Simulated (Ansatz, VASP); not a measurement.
HgTe in VASP and in Ansatz

```xyz
2
Lattice="0.0000 3.1799 3.1799 3.1799 0.0000 3.1799 3.1799 3.1799 0.0000" Properties=species:S:1:pos:R:3 pbc="T T T"
Hg    0.0000    0.0000    0.0000
Te    4.7699    4.7699    4.7699
```

Change from the starting cell: volume scaled by 0.96, PAW files.

Alike in both runs: task electric field gradients; functional LDA; k mesh 11 × 11 × 11; occupations fermi-dirac, width 0.03 eV; no spin polarisation.

|  | VASP | Ansatz |
| --- | --- | --- |
| version | VASP 6.6.1 | Ansatz 0.2.0 |
| potentials or method | VASP PAW LDA potentials, release 64 (Hg, Te) | PAW with Ansatz's default frozen-core files, scalar-relativistic |
| plane-wave cutoff (eV) | 520 | 420 |
| valence electrons in the cell | 18 | 36 |

```tsv
	VASP	Ansatz	Ansatz less VASP
pressure (GPa)	2.1	1.8	-0.32
```

LDA's correlation is that of Perdew and Zunger in VASP and of Perdew and Wang (1992) in Ansatz. VASP's potentials hold 18 valence electrons a cell and Ansatz's 36, so a difference there can come from the potentials and not from the codes.

Spin-orbit coupling is off throughout.
